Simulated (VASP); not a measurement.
# HfC (Fm-3m) in VASP: further runs

Aim: see how the results for HfC move with the level of theory and the settings. Levels: LDA, PBE+D3(BJ)+U, r2SCAN+U. Tasks: elastic constants, phonons, single point.

Everything below comes from runs of VASP 6.6.1. Logs are shortened: lines on timing, memory, paths and dates and some standing lists are left out, and cuts for length are marked.

## (1) The cell of the first run

It takes space group Fm-3m (No. 225, cubic). The conventional cell has a = 4.650 Å, b = 4.650 Å, c = 4.650 Å, α = 90.00°, β = 90.00°, γ = 90.00°. Hf (site symmetry m-3m) has 6 C at 2.33 Å within 3.1 Å. C (site symmetry m-3m) has 6 Hf at 2.33 Å within 3.1 Å.

## (2) Elastic constants, LDA

The input, INCAR:

```
PREC = Accurate
ENCUT = 600
EDIFF = 1E-8
ISMEAR = -1
SIGMA = 0.05
LREAL = False
LASPH = True
NELM = 60
ALGO = Normal
ISIF = 3
LWAVE = False
LCHARG = False
GGA = CA
IBRION = 6
NFREE = 2
POTIM = 0.015
NSW = 1
```

The input, KPOINTS:

```
regular mesh
0
Gamma
  7 7 7
```

The input, POSCAR:

```
HfC
1.0
    0.0000000000      2.3250000000      2.3250000000
    2.3250000000      0.0000000000      2.3250000000
    2.3250000000      2.3250000000      0.0000000000
Hf C
1 1
Direct
    0.5000000000      0.5000000000      0.5000000000
    0.0000000000      0.0000000000      0.0000000000
```

Potentials or basis: VASP PAW LDA potentials, release 64 (Hf_pv, C).

Command:

```console
$ cat potpaw_LDA.64/Hf_pv/POTCAR potpaw_LDA.64/C/POTCAR > POTCAR
$ mpirun -np 1 vasp_std > vasp.out
```

OUTCAR:

```text
PREC = Accurate
   ENCUT = 600
   EDIFF = 1E-8
   ISMEAR = -1
   LREAL = False
   LASPH = True
   NELM = 60
   ISIF = 3
   GGA = CA
   IBRION = 6
   NFREE = 2
   POTIM = 0.015
   NSW = 1

 ion  position               nearest neighbor table
   1  0.500  0.500  0.500-   2 2.33   2 2.33   2 2.33   2 2.33   2 2.33   2 2.33
   2  0.000  0.000  0.000-   1 2.33   1 2.33   1 2.33   1 2.33   1 2.33   1 2.33

  LATTYP: Found a face centered cubic cell.
 ALAT       =     4.6500000000

  Lattice vectors:

 A1 = (   0.0000000000,   2.3250000000,   2.3250000000)
 A2 = (   2.3250000000,   0.0000000000,   2.3250000000)
 A3 = (   2.3250000000,   2.3250000000,   0.0000000000)

Analysis of symmetry for initial positions (statically):
=====================================================================
 Subroutine PRICEL returns:
 Original cell was already a primitive cell.

 Routine SETGRP: Setting up the symmetry group for a
 face centered cubic supercell.

 Subroutine GETGRP returns: Found 48 space group operations
 (whereof 48 operations were pure point group operations)
 out of a pool of 48 trial point group operations.

The static configuration has the point symmetry O_h .

Analysis of symmetry for dynamics (positions and initial velocities):
=====================================================================
 Subroutine PRICEL returns:
 Original cell was already a primitive cell.

 Routine SETGRP: Setting up the symmetry group for a
 face centered cubic supercell.

 Subroutine GETGRP returns: Found 48 space group operations
 (whereof 48 operations were pure point group operations)
 out of a pool of 48 trial point group operations.

The dynamic configuration has the point symmetry O_h .

 Subroutine INISYM returns: Found 48 space group operations
 (whereof 48 operations are pure point group operations),
 and found     1 'primitive' translations

[... 347 lines left out ...]
      9       7.1766      0.00000
     10       7.1766      0.00000
     11       9.1693      0.00000
[... 309 lines left out ...]
 k-point    24 :       0.0000   -0.4286    0.1429
  band No.  band energies     occupation
      1     -24.1950      2.00000
      2     -23.7211      2.00000
      3     -23.6450      2.00000
      4      -2.7935      2.00000
      5       0.2742      2.00000
      6       3.0464      2.00000
      7       3.0853      2.00000
      8      10.1657      0.00000
      9      10.8113      0.00000
     10      11.0654      0.00000
     11      14.2337      0.00000

 [... further k-points ...]
[... 5 lines left out ...]
  --------------------------------------------------------------------------------------
  -------------------------------------------------------------------------------------
  Total       -1.8174503     -1.8279479     -1.8279479      0.0000000     -0.0000000     -0.0000000
  in kB     -115.8441932   -116.5133057   -116.5133057      0.0000000     -0.0000000     -0.0000000
  external PRESSURE =    -116.2902682 kB  Pullay stress =       0.0000000 kB
[... 17 lines left out ...]
  FREE ENERGIE OF THE ION-ELECTRON SYSTEM (eV)
  ---------------------------------------------------
  free  energy   TOTEN  =       -22.8449917706 eV

  energy  without entropy=      -22.8403081002  energy(sigma->0) =      -22.84264994

 INTERNAL STRAIN TENSORS FROM STRAINED CELLS
 ============================================

 INTERNAL STRAIN TENSOR FOR ION    1 for displacements in x,y,z  (eV/Angst):
          X           Y           Z          XY          YZ          ZX
  --------------------------------------------------------------------------------
  x    -0.00000     0.00000    -0.00000     0.00000     0.00000    -0.00000
  y     0.00000     0.00000     0.00000     0.00000     0.00000    -0.00000
  z    -0.00000     0.00000    -0.00000    -0.00000    -0.00000     0.00000

 INTERNAL STRAIN TENSORS FROM DISPLACED ATOMS
 ============================================

 INTERNAL STRAIN TENSOR FOR ION    1 for displacements in x,y,z  (eV/Angst):
          X           Y           Z          XY          YZ          ZX
  --------------------------------------------------------------------------------
  x     0.00000     0.00000     0.00000     0.00000     0.00000     0.00000
  y     0.00000     0.00000     0.00000     0.00000     0.00000     0.00000
  z     0.00000     0.00000     0.00000     0.00000     0.00000     0.00000

 INTERNAL STRAIN TENSOR FOR ION    2 for displacements in x,y,z  (eV/Angst):
          X           Y           Z          XY          YZ          ZX
  --------------------------------------------------------------------------------
  x     0.00000     0.00000     0.00000     0.00000     0.00000     0.00000
  y     0.00000     0.00000     0.00000     0.00000     0.00000     0.00000
  z     0.00000     0.00000     0.00000     0.00000     0.00000     0.00000

 Eigenvectors and eigenvalues of the dynamical matrix
 ----------------------------------------------------

   1 f  =   12.612641 THz    79.247563 2PiTHz  420.712428 cm-1    52.161670 meV
             X         Y         Z           dx          dy          dz
      2.325000  2.325000  2.325000     0.243748    0.060418   -0.000000
      0.000000  0.000000  0.000000    -0.939523   -0.232881   -0.000000
[... 21 lines left out ...]
   6 f/i=    0.000357 THz     0.002245 2PiTHz    0.011919 cm-1     0.001478 meV
             X         Y         Z           dx          dy          dz
      2.325000  2.325000  2.325000     0.165514   -0.934146    0.192130
      0.000000  0.000000  0.000000     0.042941   -0.242353    0.049846

--------------------------------------------------------------------------------------------------------

 ELASTIC MODULI CONTR FROM IONIC RELAXATION (kBar)
 Direction    XX          YY          ZZ          XY          YZ          ZX
 --------------------------------------------------------------------------------
 XX           0.0000      0.0000      0.0000      0.0000      0.0000      0.0000
 YY           0.0000      0.0000      0.0000      0.0000      0.0000      0.0000
 ZZ           0.0000      0.0000      0.0000      0.0000      0.0000      0.0000
 XY           0.0000      0.0000      0.0000      0.0000      0.0000      0.0000
 YZ           0.0000      0.0000      0.0000      0.0000      0.0000      0.0000
 ZX           0.0000      0.0000      0.0000      0.0000      0.0000      0.0000
 --------------------------------------------------------------------------------

 TOTAL ELASTIC MODULI (kBar)
 Direction    XX          YY          ZZ          XY          YZ          ZX
 --------------------------------------------------------------------------------
 XX        4520.6158   1198.5466   1198.5466     -0.0000      0.0000      0.0000
 YY        1198.5466   4520.6158   1198.5466      0.0000     -0.0000     -0.0000
 ZZ        1198.5466   1198.5466   4520.6158     -0.0000      0.0000      0.0000
 XY          -0.0000      0.0000     -0.0000   1577.5365      0.0000      0.0000
 YZ           0.0000     -0.0000      0.0000      0.0000   1577.5365      0.0000
 ZX           0.0000     -0.0000      0.0000      0.0000      0.0000   1577.5365
 --------------------------------------------------------------------------------
```

OSZICAR:

```text
N       E                     dE             d eps       ncg     rms          rms(c)
DAV:   1     0.203018199243E+02    0.20302E+02   -0.86771E+03   440   0.138E+03
DAV:   2    -0.242337018023E+02   -0.44536E+02   -0.41889E+02   557   0.221E+02
DAV:   3    -0.260073054694E+02   -0.17736E+01   -0.17413E+01   574   0.318E+01
DAV:   4    -0.260295354628E+02   -0.22230E-01   -0.22201E-01   525   0.355E+00
[... 192 lines left out ...]
DAV:   4    -0.228449934733E+02   -0.11107E-04   -0.19190E-04  1064   0.972E-02    0.361E-02
DAV:   5    -0.228449923282E+02    0.11451E-05   -0.27718E-06  1029   0.164E-02    0.149E-02
DAV:   6    -0.228449917985E+02    0.52967E-06   -0.59404E-07  1113   0.652E-03    0.228E-03
DAV:   7    -0.228449917694E+02    0.29090E-07   -0.14882E-07  1063   0.249E-03    0.679E-04
DAV:   8    -0.228449917706E+02   -0.11376E-08   -0.73126E-09   636   0.761E-04
  17 F= -.22844992E+02 E0= -.22842650E+02  d E =-.468367E-02
```

stdout:

```text
POSCAR found type information on POSCAR HfC
 POSCAR found :  2 types and       2 ions
 scaLAPACK will be used
 LDA part: xc-table for (Slater(with rela. corr.)+CA(PZ))
 , standard interpolation
 POSCAR, INCAR and KPOINTS ok, starting setup
 FFT: planning ... GRIDC
 FFT: planning ... GRID_SOFT
 FFT: planning ... GRID
 WAVECAR not read
 entering main loop
 Found     2 degrees of freedom:
 Adding 6 more for cell shape distortion
 Finite differences POTIM= 0.01500 DOF=   8
 bond charge predicted
 Finite differences progress:
 bond charge predicted
 Finite differences progress:
 bond charge predicted
 Finite differences progress:
 bond charge predicted
 Finite differences progress:
 bond charge predicted
 Finite differences progress:
 bond charge predicted
 Finite differences progress:
 bond charge predicted
 Finite differences progress:
 bond charge predicted
 Finite differences progress:
 bond charge predicted
 Finite differences progress:
 bond charge predicted
 Finite differences progress:
 bond charge predicted
 Finite differences progress:
 bond charge predicted
 Finite differences progress:
 bond charge predicted
 Finite differences progress:
 bond charge predicted
 Finite differences progress:
 bond charge predicted
 Finite differences progress:
 bond charge predicted
 Finite differences progress:
```

Run time: 7 min. Hardware: 1 thread of Intel Xeon 8259CL, shared host; peak memory 0.2 GiB.

What came out:

| Property | Result |
| --- | --- |
| Elastic constants C11, C12, C44 | 452, 120, 158 GPa |
| Voigt bulk modulus | 231 GPa |
| Highest phonon frequency at Γ | 421 cm⁻¹ |

Phonon frequencies in cm⁻¹ (negative: imaginary):
```tsv
q point	frequencies
(0.000, 0.000, 0.000)	0 0 0 421 421 421
```

Elastic tensor in Voigt notation (GPa, in the Cartesian axes of the cell as first typed):
```
452 120 120   0   0   0
120 452 120   0   0   0
120 120 452   0   0   0
  0   0   0 158   0   0
  0   0   0   0 158   0
  0   0   0   0   0 158
```

Clamped-ion elastic tensor (GPa):
```
452 120 120   0   0   0
120 452 120   0   0   0
120 120 452   0   0   0
  0   0   0 158   0   0
  0   0   0   0 158   0
  0   0   0   0   0 158
```

Caveat: the cell is under stress, which shifts elastic constants; spin-orbit coupling is left out, which moves the levels of the heavy elements.

## (3) Phonons, PBE+D3(BJ)+U, collinear spin (15.71 Å³/atom)

This run uses another cell than the first one, of 15.71 Å³/atom.

The input, INCAR:

```
PREC     = Accurate       # precision mode
ENCUT    = 520            # plane-wave cutoff, eV
EDIFF    = 1E-8           # SCF threshold, eV
ISMEAR   = 0              # smearing method
SIGMA    = 0.02           # smearing width, eV
LREAL    = F              # projectors in reciprocal space
LASPH    = T              # aspherical terms in the spheres
NELM     = 150            # most SCF steps
ALGO     = Normal         # electronic algorithm
ISIF     = 2              # what is computed and relaxed
LWAVE    = F              # write WAVECAR
LCHARG   = F              # write CHGCAR
ISPIN    = 2              # spin polarisation
MAGMOM   = 0.5 0          # initial moments
LORBIT   = 11             # projections on sites
LMAXMIX  = 4              # l up to which the mixer works
LDAU     = T              # DFT+U
LDAUTYPE = 2            
LDAUL    = 2 -1           # shell
LDAUU    = 3.5 0          # U, eV
LDAUJ    = 0 0          
LDAUPRINT= 1            
GGA      = PE             # functional
IVDW     = 12             # dispersion correction
IBRION   = 6              # ionic algorithm
NFREE    = 2            
POTIM    = 0.015          # step
NSW      = 1              # ionic steps
```

The input, KPOINTS:

```
Automatic mesh
0
Gamma
  6 6 6
```

The input, POSCAR:

```
HfC
1.0
    0.0000000000      2.5045303272      2.5045303272
    2.5045303272      0.0000000000      2.5045303272
    2.5045303272      2.5045303272      0.0000000000
Hf C
1 1
Direct
    0.5000000000      0.5000000000      0.5000000000
    0.0000000000      0.0000000000      0.0000000000
```

Potentials or basis: VASP PAW PBE potentials, release 64 (Hf_pv, C).

Command:

```console
$ cat potpaw_PBE.64/Hf_pv/POTCAR potpaw_PBE.64/C/POTCAR > POTCAR
$ mpirun -np 1 vasp_std > vasp.out
```

OUTCAR:

```text
PREC = Accurate
   ENCUT = 520
   EDIFF = 1E-8
   ISMEAR = 0
   LREAL = F
   LASPH = T
   NELM = 150
   ISIF = 2
   ISPIN = 2
   LORBIT = 11
   GGA = PE
   IVDW = 12
   IBRION = 6
   NFREE = 2
   POTIM = 0.015
   NSW = 1
 IVDW          = 12

 ion  position               nearest neighbor table
   1  0.500  0.500  0.500-   2 2.50   2 2.50   2 2.50   2 2.50   2 2.50   2 2.50
[... 1138 lines left out ...]
  y     0.00000     0.00000     0.00000     0.00000     0.00000     0.00000
  z     0.00000     0.00000     0.00000     0.00000     0.00000     0.00000

 Eigenvectors and eigenvalues of the dynamical matrix
 ----------------------------------------------------

   1 f  =    9.488379 THz    59.617245 2PiTHz  316.498265 cm-1    39.240766 meV
             X         Y         Z           dx          dy          dz
      2.504530  2.504530  2.504530     0.000000    0.251012    0.000000
      0.000000  0.000000  0.000000     0.000000   -0.967984    0.000000
[... 21 lines left out ...]
   6 f/i=    0.000829 THz     0.005211 2PiTHz    0.027664 cm-1     0.003430 meV
             X         Y         Z           dx          dy          dz
      2.504530  2.504530  2.504530     0.000000   -0.967984    0.000000
      0.000000  0.000000  0.000000     0.000000   -0.251012    0.000000

 ELASTIC MODULI CONTR FROM IONIC RELAXATION (kBar)
 Direction    XX          YY          ZZ          XY          YZ          ZX
 --------------------------------------------------------------------------------
 XX           0.0000      0.0000      0.0000      0.0000      0.0000      0.0000
 YY           0.0000      0.0000      0.0000      0.0000      0.0000      0.0000
 ZZ           0.0000      0.0000      0.0000      0.0000      0.0000      0.0000
 XY           0.0000      0.0000      0.0000      0.0000      0.0000      0.0000
 YZ           0.0000      0.0000      0.0000      0.0000      0.0000      0.0000
 ZX           0.0000      0.0000      0.0000      0.0000      0.0000      0.0000
 --------------------------------------------------------------------------------

 total charge

# of ion       s       p       d       tot
------------------------------------------
    1        0.285   6.447   1.214   7.946
    2        0.850   1.421   0.000   2.271
--------------------------------------------------
tot          1.135   7.868   1.214  10.217

 magnetization (x)

# of ion       s       p       d       tot
------------------------------------------
    1        0.000  -0.003  -0.003  -0.005
    2       -0.001  -0.019   0.000  -0.019
--------------------------------------------------
tot         -0.001  -0.021  -0.003  -0.024
```

stdout:

```text
POSCAR found type information on POSCAR HfC
 POSCAR found :  2 types and       2 ions
 scaLAPACK will be used
 LDA part: xc-table for (Slater+PW92), standard interpolation
 POSCAR, INCAR and KPOINTS ok, starting setup
 FFT: planning ... GRIDC
 FFT: planning ... GRID_SOFT
 FFT: planning ... GRID
 WAVECAR not read
 entering main loop
 Found     2 degrees of freedom:
 Finite differences POTIM= 0.01500 DOF=   2
 bond charge predicted
 Finite differences progress:
 bond charge predicted
 Finite differences progress:
 bond charge predicted
 Finite differences progress:
 bond charge predicted
 Finite differences progress:
```

Run time: 2.6 min. Hardware: 1 thread of Intel Xeon 8259CL, shared host; peak memory 0.2 GiB.

Results:

* Net moment: -0.04 μB per cell
* Valence electrons inside the program's atomic spheres: Hf 7.95; C 2.27
* Highest phonon frequency at Γ: 316 cm⁻¹
* Dispersion energy per atom: -0.283 eV

Phonon frequencies in cm⁻¹ (negative: imaginary):
| q point | frequencies |
| --- | --- |
| (0.000, 0.000, 0.000) | 0 0 0 316 316 316 |

Eigenvalues of the final occupation matrices:
| site | spin | trace | eigenvalues |
| --- | --- | --- | --- |
| site 1 d | 1 | 0.62 | 0.08 0.08 0.08 0.19 0.19 |
| site 1 d | 2 | 0.62 | 0.08 0.08 0.08 0.19 0.19 |

Caveat: the k points lie up to 0.36 Å⁻¹ apart; the cell stands under pressure or tension, which shifts response properties; three body term missing; spin-orbit coupling is left out, which moves the levels of the heavy elements; the U is typed as a test and isn't derived for this compound.

(Part 1 of 2 ends here.)
